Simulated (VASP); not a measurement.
The system is Fe.

```
Fe
1.0
     2.43416    0.00000    0.00000
    -1.21708    2.10804    0.00000
     0.00000    0.00000    3.84193
Fe
2
Direct
  0.66667 0.33333 0.75000
  0.33333 0.66667 0.25000
```

Base run:

| Property | Result |
| --- | --- |
| Program | VASP 6.6.1 |
| Functional | PBEsol |
| Potentials or basis | VASP PAW PBE potentials, release 64 (Fe) |
| Cutoff | 520 eV |
| k mesh | 10 × 10 × 6 |
| Occupations | fermi-dirac, width 0.05 eV |
| Spin | collinear spin, zero start |
| Starting moments | [0.0, 0.0] μB |
| Fixed moment | 0 μB |

Its results: pressure -1.6 GPa.

**Question.** The run is repeated on the same cell with these changes: functional from PBEsol to PBE. What comes out?

**Answer.** Pressure 10.2 GPa.

PBE binds less tightly than PBEsol, so the same cell stands under more pressure.

Caveats: the total moment is fixed, so each spin has its own Fermi level; the PAW data sets were made with another functional, which shifts forces and pressure a little (some runs).
